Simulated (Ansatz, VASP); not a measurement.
Sb in VASP and in Ansatz

```
Sb
1.0
     2.15775    1.24577    3.75644
    -2.15775    1.24577    3.75644
     0.00000   -2.49155    3.75644
Sb
2
Direct
  0.23364 0.23364 0.23364
  0.76636 0.76636 0.76636
```

Change from the starting cell: volume scaled by 1.01.

Alike in both runs: task single point; functional PBEsol; k mesh 9 × 9 × 9; occupations fermi-dirac, width 0.05 eV; no spin polarisation.

|  | VASP | Ansatz |
| --- | --- | --- |
| version | VASP 6.6.1 | Ansatz 0.2.0 |
| potentials or method | VASP PAW PBE potentials, release 64 (Sb), cutoff 520 eV | all-electron LAPW, scalar-relativistic |

```tsv
	VASP	Ansatz	Ansatz less VASP
pressure (GPa)	0.0	-0.2	-0.17
traceless stress, the component that is largest in VASP (GPa)	-0.31	-0.26	+0.049
rms of the force components (eV/Å)	0.085	0.054	-0.0311
```

VASP's potentials were made for PBE, not for PBEsol. Atom by atom the forces differ by 0.031 eV/Å (rms over components). Ansatz ran all-electron here, and VASP with PAW potentials.

Neither program's run includes spin-orbit coupling.
